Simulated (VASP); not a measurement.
## NbAs: single point with r2SCAN

The system is NbAs.

```xyz
2
Lattice="0.0000 2.7826 2.7826 2.7826 0.0000 2.7826 2.7826 2.7826 0.0000" Properties=species:S:1:pos:R:3 pbc="T T T"
Nb    0.0000    0.0000    0.0000
As    1.3913    1.3913    1.3913
```

```
Program                : VASP 6.6.1
Task                   : single point
Functional             : r2SCAN
Potentials or basis    : VASP PAW PBE potentials, release 64 (Nb_sv, As)
Cutoff                 : 550 eV
k mesh                 : 12 × 12 × 12
Occupations            : gaussian, width 0.1 eV
Spin                   : no spin polarisation
Dipole correction      : no
Further INCAR settings : ALGO = Normal; EDIFF = 1e-06; NBANDS = 16
```

- Pressure: 15.0 GPa
- Band gap on the k mesh: zero (bands 9 and 10 overlap by 0.64 eV)

Levels at points of the mesh, in eV from the Fermi level:
```csv
k point,band 6,band 7,band 8,band 9,band 10,band 11,band 12,band 13
"(0.00, 0.00, 0.00)",-4.21,-4.21,-4.21,0.02,0.02,3.06,6.40,6.40
"(0.50, 0.00, 0.00)",-4.84,-3.70,-3.70,0.49,0.49,0.82,3.84,3.84
"(0.50, 0.50, 0.00)",-5.56,-2.45,-2.45,-1.35,1.02,1.25,1.60,1.60
```

Run time: 5.7 min on 1 thread of Intel Xeon 8259CL (shared host), peak memory 0.21 GiB.

Caveat: the cell stands under pressure; the PAW data sets were made with another functional, which shifts forces and pressure a little.
